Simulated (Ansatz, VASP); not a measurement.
# Two plane-wave programs on Os

INCAR

```
SYSTEM = Os
PREC = Accurate
ENCUT = 500
EDIFF = 1E-6
ISMEAR = -1
SIGMA = 0.1
LREAL = .False.
LASPH = .True.
NELM = 120
ALGO = Normal
ISIF = 2
LWAVE = .False.
LCHARG = .False.
GGA = B5
ALDAX = 1.0
AGGAX = 1.0
AGGAC = 1.0
ALDAC = 0.0
NBANDS = 14
GGA_COMPAT = .False.
```

File KPOINTS:

```
regular mesh
0
Gamma
  16 16 16
  0 0 0
```

The input POSCAR:

```
Os
1.0
   -1.5907039271      1.5907039271      1.5907039271
    1.5907039271     -1.5907039271      1.5907039271
    1.5907039271      1.5907039271     -1.5907039271
Os
1
Direct
    0.0000000000      0.0000000000      0.0000000000
```

Input for Ansatz:

```yaml
crystal:
  lattice:
    - [-1.5907039271, 1.5907039271, 1.5907039271]
    - [1.5907039271, -1.5907039271, 1.5907039271]
    - [1.5907039271, 1.5907039271, -1.5907039271]
  atoms:
    - { symbol: Os, position: [0.0, 0.0, 0.0] }
hamiltonian:
  xc: blyp
  pseudopotentials:
    kind: paw
    azcp:
      Os: "pseudopotentials/Os.paw.azcp"
basis:
  ecutwfc: 420
  fft_grid_basis: typed
kpoints:
  mp_grid: { grid: [16, 16, 16], shift: [0, 0, 0] }
magnetization:
  spin_polarized: false
scf:
  occupations: { method: fermi_dirac, width: 0.1 }
  lower_state_search: "off"
output:
  stress: true
  write_density: true
  write_potential: true
  elf: true
  volumetric_format: npy
```

Alike in both runs: task single point; functional BLYP; k mesh 16 × 16 × 16; occupations fermi-dirac, width 0.1 eV; no spin polarisation.

|  | VASP | Ansatz |
| --- | --- | --- |
| version | VASP 6.6.1 | Ansatz 0.2.0 |
| potentials or method | VASP PAW PBE potentials, release 64 (Os_sv_GW), cutoff 500 eV | plane waves (420 eV) with PAW, scalar-relativistic |
| valence electrons in the cell | 16 | 16 |

```tsv
	VASP	Ansatz	Ansatz less VASP
pressure (GPa)	-11.8	-10.6	+1.14
```

VASP's potentials were made for PBE, not for BLYP. The functional is the same, so the differences come from potentials, cutoffs and numerics.

Spin-orbit coupling is off throughout.
